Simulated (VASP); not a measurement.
# AlIrF5 (P1) in VASP: single point with r2SCAN

Aim: the single point of AlIrF5 with r2SCAN.

All numbers are computed with VASP 6.6.1; they aren't measurements. Logs are shortened: lines on timing, memory, paths and dates and some standing lists are left out, and cuts for length are marked.

## (1) The cell of the first run

The typed cell holds 7 atoms: a = 3.443 Å, b = 5.147 Å, c = 5.067 Å, α = 89.66°, β = 111.02°, γ = 72.70°.

## (2) Single point, r2SCAN

Input file POSCAR:

```
AlIrF5
1.0
   -0.0680980000      0.0256210000      3.4422980000
    3.6471620000     -3.2471450000      1.6277070000
    3.5944960000      3.1025140000     -1.7699150000
Ir Al F
1 1 5
Direct
    0.9987820000      0.0084230000      0.9857330000
    0.9636720000      0.4842700000      0.4976550000
    0.9863360000      0.7950980000      0.7551530000
    0.0547140000      0.2709200000      0.2873680000
    0.4856920000      0.4823600000      0.5336200000
    0.7507510000      0.7734110000      0.1981450000
    0.2415480000      0.2390450000      0.7458680000
```

Input file INCAR.step1:

```
SYSTEM = AlIrF5
PREC = Accurate
ENCUT = 520
ISMEAR = -1
SIGMA = 0.1
LREAL = .FALSE.
LASPH = .TRUE.
NELM = 100
NBANDS = 32
GGA = PE
ALGO = Normal
EDIFF = 1E-4
LWAVE = .TRUE.
LCHARG = .FALSE.
```

Input file INCAR.step2:

```
SYSTEM = AlIrF5
PREC = Accurate
ENCUT = 520
EDIFF = 1E-7
ISMEAR = -1
SIGMA = 0.1
LREAL = .FALSE.
LASPH = .TRUE.
NELM = 100
ALGO = Normal
ISIF = 2
LWAVE = .FALSE.
LCHARG = .TRUE.
METAGGA = R2SCAN
LMIXTAU = .TRUE.
LELF = .TRUE.
LVHAR = .TRUE.
NBANDS = 32
ISTART = 1
```

Input file KPOINTS:

```
Automatic mesh
0
Gamma
  6 4 4
  0 0 0.5
```

Potentials or basis: VASP PAW PBE potentials, release 64 (Ir, Al, F).

Launch:

```
> cat potpaw_PBE.64/Ir/POTCAR potpaw_PBE.64/Al/POTCAR potpaw_PBE.64/F/POTCAR > POTCAR
> cp INCAR.step1 INCAR
> mpirun -np 1 vasp_std > vasp.out
> cp INCAR.step2 INCAR
> mpirun -np 1 vasp_std > vasp.out
```

OUTCAR:

```text
SYSTEM = AlIrF5
   PREC = Accurate
   ENCUT = 520
   EDIFF = 1E-7
   ISMEAR = -1
   LREAL = .FALSE.
   LASPH = .TRUE.
   NELM = 100
   ISIF = 2
   METAGGA = R2SCAN
   ISTART = 1

 ion  position               nearest neighbor table
   1  0.999  0.008  0.986-   3 1.61   4 2.04   6 2.15   7 2.21   6 2.33   7 2.36
   2  0.964  0.484  0.498-   4 1.58   7 1.58   5 1.72   5 1.74   6 1.89   3 2.07
   3  0.986  0.795  0.755-   1 1.61   2 2.07
   4  0.055  0.271  0.287-   2 1.58   1 2.04
   5  0.486  0.482  0.534-   2 1.72   2 1.74
   6  0.751  0.773  0.198-   2 1.89   1 2.15   1 2.33
   7  0.242  0.239  0.746-   2 1.58   1 2.21   1 2.36

  LATTYP: Found a triclinic cell.
 ALAT       =     3.4430668443
 B/A-ratio  =     1.5315486314
 C/A-ratio  =     1.4527041009
 COS(alpha) =     0.0064779929
 COS(beta)  =     0.3249939546
 COS(gamma) =     0.3625905019

  Lattice vectors:

 A1 = (   0.0680980000,  -0.0256210000,  -3.4422980000)
 A2 = (   3.7152600000,  -3.2727660000,  -1.8145910000)
 A3 = (  -3.5263980000,  -3.1281350000,  -1.6723830000)

Analysis of symmetry for initial positions (statically):
=====================================================================
 Subroutine PRICEL returns:
 Original cell was already a primitive cell.

 Routine SETGRP: Setting up the symmetry group for a
 triclinic supercell.

 Subroutine GETGRP returns: Found  1 space group operations
 (whereof  1 operations were pure point group operations)
 out of a pool of  2 trial point group operations.

The static configuration has the point symmetry C_1 .

Analysis of symmetry for dynamics (positions and initial velocities):
=====================================================================
 Subroutine PRICEL returns:
 Original cell was already a primitive cell.

 Routine SETGRP: Setting up the symmetry group for a
 triclinic supercell.

 Subroutine GETGRP returns: Found  1 space group operations
 (whereof  1 operations were pure point group operations)
 out of a pool of  2 trial point group operations.

The dynamic configuration has the point symmetry C_1 .

 Subroutine INISYM returns: Found  1 space group operations
 (whereof  1 operations are pure point group operations),
 and found     1 'primitive' translations

----------------------------------------------------------------------------------------

                                     Primitive cell

  volume of cell :      79.3967

  direct lattice vectors                    reciprocal lattice vectors
    -0.068098000  0.025621000  3.442298000     0.008781059  0.154993298  0.289523710
     3.647162000 -3.247145000  1.627707000     0.135082789 -0.154323820  0.003820935
     3.594496000  3.102514000 -1.769915000     0.141307476  0.159521309  0.001608130

  length of vectors
     3.443066844  5.147346052  5.067405028     0.328517897  0.205128742  0.213113671

  position of ions in fractional coordinates (direct lattice)
     0.998782000  0.008423000  0.985733000
     0.963672000  0.484270000  0.497655000
     0.986336000  0.795098000  0.755153000
     0.054714000  0.270920000  0.287368000
     0.485692000  0.482360000  0.533620000
     0.750751000  0.773411000  0.198145000
     0.241548000  0.239045000  0.745868000

  ion indices of the primitive-cell ions
   primitive index   ion index
                 1           1
                 2           2
                 3           3
                 4           4
                 5           5
                 6           6
                 7           7

----------------------------------------------------------------------------------------

 KPOINTS: Automatic mesh

Automatic generation of k-mesh.
 Grid dimensions read from file:
 generate k-points for:    6    4    4

 Generating k-lattice:

  Cartesian coordinates                     Fractional coordinates (reciprocal lattice)
     0.001463510  0.025832216  0.048253952     0.166666667 -0.000000000  0.000000000
     0.033770697 -0.038580955  0.000955234     0.000000000  0.250000000  0.000000000
     0.035326869  0.039880327  0.000402032     0.000000000 -0.000000000  0.250000000

  Length of vectors
     0.054752983  0.051282186  0.053278418

  Shift w.r.t. Gamma in fractional coordinates (k-lattice)
     0.000000000  0.000000000  0.500000000

 Subroutine IBZKPT returns following result:
 ===========================================

 Found     48 irreducible k-points:

 Following reciprocal coordinates:
            Coordinates               Weight
  0.000000  0.000000  0.125000      2.000000
  0.166667  0.000000  0.125000      2.000000
  0.333333  0.000000  0.125000      2.000000
  0.500000  0.000000  0.125000      2.000000
 -0.333333  0.000000  0.125000      2.000000
 -0.166667 -0.000000  0.125000      2.000000
[... 16 lines left out ...]
 -0.333333 -0.250000  0.125000      2.000000
 -0.166667 -0.250000  0.125000      2.000000
 [... further k-points ...]
   k-points           NKPTS =     48   k-points in BZ     NKDIM =     48   number of bands    NBANDS=     32
   number of dos      NEDOS =    301   number of ions     NIONS =      7
   total plane-waves  NPLWV =  44800
   dimension x,y,z NGX =    28 NGY =   40 NGZ =   40
   dimension x,y,z NGXF=    56 NGYF=   80 NGZF=   80
   ions per type =               1   1   5
   NGX,Y,Z   is equivalent  to a cutoff of  13.52, 12.92, 13.12 a.u.
   NGXF,Y,Z  is equivalent  to a cutoff of  27.04, 25.84, 26.25 a.u.
 SYSTEM =  AlIrF5
   PREC   = accura    normal or accurate (medium, high low for compatibility)
   ISTART =      1    job   : 0-new  1-cont  2-samecut
   ICHARG =      0    charge: 1-file 2-atom 10-const
   ISPIN  =      1    spin polarized calculation?
   LNONCOLLINEAR =      F non collinear calculations
   LSORBIT =      F    spin-orbit coupling
   LASPH  =      T    aspherical Exc in radial PAW
   ENCUT  =  520.0 eV  38.22 Ry    6.18 a.u.   6.40  9.57  9.42*2*pi/ulx,y,z
   NELM   =    100;   NELMIN=  2; NELMDL=  0     # of ELM steps
   EDIFF  = 0.1E-06   stopping-criterion for ELM
   LREAL  =      F    real-space projection
   EDIFFG = 0.1E-05   stopping-criterion for IOM
   NSW    =      0    number of steps for IOM
   IBRION =     -1    ionic relax: 0-MD 1-quasi-New 2-CG
   NFREE  =      0    steps in history (QN), initial steepest desc. (CG)
   ISIF   =      2    stress and relaxation
   ISYM   =      2    0-nonsym 1-usesym 2-fastsym
   POTIM  = 0.5000    time-step for ionic-motion
   TEBEG  =    0.0;   TEEND  =   0.0 temperature during run
   PSTRESS=    0.0 pullay stress
   NELECT =      47.0000    total number of electrons
   NUPDOWN=      -1.0000    fix difference up-down
   EMIN   =  10.00;   EMAX   =-10.00  energy-range for DOS
   EFERMI =   0.00;   METHOD = LEGACY
   ISMEAR =    -1;   SIGMA  =   0.10  broadening in eV -4-tet -1-fermi 0-gaus
   EFERMI_NEDOS =   21; number of points for ismear=-14 and -15
   IALGO  =     38    algorithm
   IMIX   =      4    mixing-type and parameters
     AMIX     =   0.40;   BMIX     =  1.00
     AMIX_MAG =   1.60;   BMIX_MAG =  1.00
  volume/ion in A,a.u.               =      11.34        76.54
  Fermi-wavevector in a.u.,A,eV,Ry     =   1.374591  2.597599 25.708195  1.889499
  Thomas-Fermi vector in A             =   2.500003
   LORBIT       =      0    0 simple, 1 ext, 2 COOP (PROOUT), +10 PAW based schemes
   METAGGA = R2SCAN    functional components
   LHFCALC =     F    Hartree Fock is set to
   AEXX    =    0.0000 exact exchange contribution
   IVDW    =     0    specifies the selected vdW correction
   LEPSILON=     F    determine dielectric tensor
   LRPA    =     F    only Hartree local field effects (RPA)
 non-spin polarized calculation
  energy-cutoff  :      520.00
  volume of cell :       79.40
 maximum number of plane-waves:      2156
 NGX is ok and might be reduce to    28
   NGX = 13   NGY = 19   NGZ = 19

 number of electron      47.0000007 magnetization

 Free energy of the ion-electron system (eV)
  ---------------------------------------------------
  ext. energy  EPLUGINS =         0.00000000
  ---------------------------------------------------
  free energy    TOTEN  =       -86.16602165 eV

  energy without entropy =      -86.01813189  energy(sigma->0) =      -86.09207677

 E-fermi :   4.7828     XC(G=0): -10.8367

 val. band max:        4.7808216229   @ k =   0.0000   0.2500   0.3750
 cond. band min:       4.7836352417   @ k =   0.1667   0.5000   0.1250
 fundamental gap:      0.0028136188
 Fermi energy:         4.7828378558

 k-point     1 :       0.0000    0.0000    0.1250
  band No.  band energies     occupation
      1     -24.4264      2.00000
      2     -23.5024      2.00000
      3     -22.8936      2.00000
      4     -22.5002      2.00000
      5     -22.3171      2.00000
      6      -6.6545      2.00000
[... 24 lines left out ...]
     31      15.1732      0.00000
     32      17.6583      0.00000

 k-point     2 :       0.1667    0.0000    0.1250
  band No.  band energies     occupation
      1     -24.3036      2.00000
      2     -23.5103      2.00000
      3     -22.9679      2.00000
      4     -22.5131      2.00000
      5     -22.3049      2.00000
      6      -7.0165      2.00000
[... 24 lines left out ...]
     31      15.4120      0.00000
     32      16.7593      0.00000

 k-point     3 :       0.3333    0.0000    0.1250
  band No.  band energies     occupation
      1     -24.0303      2.00000
      2     -23.5165      2.00000
      3     -23.1291      2.00000
      4     -22.5439      2.00000
      5     -22.2969      2.00000
      6      -7.3800      2.00000
[... 24 lines left out ...]
     31      15.1368      0.00000
     32      15.8451      0.00000

 k-point     4 :       0.5000    0.0000    0.1250
  band No.  band energies     occupation
      1     -23.8462      2.00000
      2     -23.5088      2.00000
      3     -23.2772      2.00000
      4     -22.5459      2.00000
      5     -22.2951      2.00000
      6      -7.5291      2.00000
[... 24 lines left out ...]
     31      14.8892      0.00000
     32      15.6414      0.00000

 k-point     5 :      -0.3333    0.0000    0.1250
  band No.  band energies     occupation
      1     -24.0671      2.00000
      2     -23.4868      2.00000
      3     -23.1259      2.00000
      4     -22.5338      2.00000
      5     -22.2984      2.00000
      6      -7.3983      2.00000
[... 584 lines left out ...]
     31      15.2432      0.00000
     32      16.1066      0.00000

 k-point    22 :       0.5000   -0.2500    0.1250
  band No.  band energies     occupation
      1     -23.8388      2.00000
      2     -23.5083      2.00000
      3     -23.2843      2.00000
      4     -22.5465      2.00000
      5     -22.2961      2.00000
      6      -7.5391      2.00000
[... 24 lines left out ...]
     31      14.6918      0.00000
     32      15.3816      0.00000

 k-point    23 :      -0.3333   -0.2500    0.1250
  band No.  band energies     occupation
      1     -24.0547      2.00000
      2     -23.5093      2.00000
      3     -23.1236      2.00000
      4     -22.5301      2.00000
      5     -22.2931      2.00000
      6      -7.4411      2.00000
[... 24 lines left out ...]
     31      15.1645      0.00000
     32      15.3242      0.00000

 k-point    24 :      -0.1667   -0.2500    0.1250
  band No.  band energies     occupation
      1     -24.3087      2.00000
      2     -23.5216      2.00000
      3     -22.9539      2.00000
      4     -22.5111      2.00000
      5     -22.3018      2.00000
      6      -7.0367      2.00000
[... 24 lines left out ...]
     31      15.0444      0.00000
     32      16.7588      0.00000

 [... further k-points ...]

------------------------ aborting loop because EDIFF is reached ----------------------------------------

  FORCE on cell =-STRESS in cart. coord.  units (eV):
  Direction    XX          YY          ZZ          XY          YZ          ZX
  --------------------------------------------------------------------------------------
  -------------------------------------------------------------------------------------
  Total       45.4510527     10.4057666      7.9771357      2.0591499      2.4824252      0.1715664
  in kB      917.1749738    209.9821266    160.9738129     41.5524090     50.0938511      3.4621071
  external PRESSURE =     429.3769711 kB  Pullay stress =       0.0000000 kB

 VOLUME and BASIS-vectors are now :
 -----------------------------------------------------------------------------
  energy-cutoff  :      520.00
  volume of cell :       79.40
      direct lattice vectors                 reciprocal lattice vectors
    -0.068098000  0.025621000  3.442298000     0.008781059  0.154993298  0.289523710
     3.647162000 -3.247145000  1.627707000     0.135082789 -0.154323820  0.003820935
     3.594496000  3.102514000 -1.769915000     0.141307476  0.159521309  0.001608130

 POSITION                                       TOTAL-FORCE (eV/Angst)
 -----------------------------------------------------------------------------------
      3.50592      3.05649      1.70715        20.167497      0.688334     -0.052959
      3.48941     -0.00382      3.22469         4.105978     -5.326951     -0.548697
      5.54708     -0.21365      3.35289       -22.179334     -0.288337      0.078018
      2.01731      0.01325      0.12070        -4.936828     -0.943396     -0.470148
      3.64427      0.10171      1.51258         1.564229     -1.359636      2.376551
      3.48186     -1.87740      3.49250         0.138368      0.332805     -0.122641
      3.53641      1.54404     -0.09955         1.140089      6.897181     -1.260124
 -----------------------------------------------------------------------------------
    total drift:                                0.000691      0.001760     -0.002053

  FREE ENERGIE OF THE ION-ELECTRON SYSTEM (eV)
  ---------------------------------------------------
  free  energy   TOTEN  =       -86.1660216489 eV

  energy  without entropy=      -86.0181318872  energy(sigma->0) =      -86.09207677
```

It took 5.2 min on 1 thread of AMD EPYC 9R45 (Zen 5), shared host; peak memory 0.25 GiB.

What came out:

```
Free energy            : -86.1660 eV
Pressure               : 42.9 GPa
Largest force          : 22.181 eV/Å
Band gap on the k mesh : zero (an odd number of electrons rules out a gap without spin polarisation)
```

Forces in eV/Å, atoms in the order of the input:
```
Ir   20.167   0.688  -0.053
Al    4.106  -5.327  -0.549
F   -22.179  -0.288   0.078
F    -4.937  -0.943  -0.470
F     1.564  -1.360   2.377
F     0.138   0.333  -0.123
F     1.140   6.897  -1.260
```

Levels at points of the mesh, in eV from the Fermi level:
```
           k point  band 22  band 23  band 24  band 25  band 26  band 27
(0.00, 0.00, 0.12)    -0.52    -0.34    -0.04     0.85     3.83     7.30
```

Caveat: the cell stands under pressure; the PAW data sets were made with another functional, which shifts forces and pressure a little; spin-orbit coupling is left out, which moves the levels of the heavy elements; an odd number of electrons without spin polarisation forces a metal; a magnetic or distorted state may lie lower.
